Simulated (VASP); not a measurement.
A run of VASP 6.6.1:

The input INCAR:

```
PREC = Accurate
ENCUT = 520
EDIFF = 1E-6
ISMEAR = 0
SIGMA = 0.05
LREAL = Auto
LASPH = True
NELM = 80
ALGO = Normal
ISIF = 2
LWAVE = False
LCHARG = True
GGA = PS
LELF = True
LVHAR = True
NBANDS = 88
```

The input KPOINTS:

```
Automatic mesh
0
Gamma
  6 6 1
```

The input POSCAR:

```
Li3Nb2O6
1.0
    5.1951977330      0.0000000000      0.0000000000
   -2.5975988665      4.4991732145      0.0000000000
    0.0000000000      0.0000000000     18.1187403668
Li O Nb
6 12 4
Direct
    0.3333333333      0.6666666667      0.2207658987
    0.0000000000      0.0000000000      0.2574017234
    0.0000000000      0.0000000000      0.4816820876
    0.6666666667      0.3333333333      0.5183179124
    0.6666666667      0.3333333333      0.7425982766
    0.3333333333      0.6666666667      0.7792341013
    0.3621923835      0.3790052278      0.3085844354
    0.6209947722      0.9831871558      0.3085844354
    0.0168128442      0.6378076165      0.3085844354
    0.6378076165      0.6209947722      0.4304993757
    0.3790052278      0.0168128442      0.4304993757
    0.9831871558      0.3621923835      0.4304993757
    0.0288590502      0.7123385611      0.5695006243
    0.2876614389      0.3165204891      0.5695006243
    0.6834795109      0.9711409498      0.5695006243
    0.3044742831      0.9543281056      0.6914155646
    0.0456718944      0.3501461776      0.6914155646
    0.6498538224      0.6955257169      0.6914155646
    0.6666666667      0.3333333333      0.3521722922
    0.3333333333      0.6666666667      0.3869115189
    0.3333333333      0.6666666667      0.6130884811
    0.0000000000      0.0000000000      0.6478277078
```

Potentials or basis: VASP PAW PBE potentials, release 64 (Li_sv, O, Nb_sv).

Run with:

```sh
$ cat potpaw_PBE.64/Li_sv/POTCAR potpaw_PBE.64/O/POTCAR potpaw_PBE.64/Nb_sv/POTCAR > POTCAR
$ mpirun -np 1 vasp_std > vasp.out
```

Hardware: 1 thread of Intel(R) Xeon(R) Platinum 8259CL CPU @ 2.50GHz (Skylake/Cascade Lake), on a shared host.

Task: How long does it take, and how much memory?

Result: Run time: 10 min on 1 thread of Intel(R) Xeon(R) Platinum 8259CL CPU @ 2.50GHz (Skylake/Cascade Lake) (shared host), peak memory 0.59 GiB. Counts: scf iterations 20, k points 8.
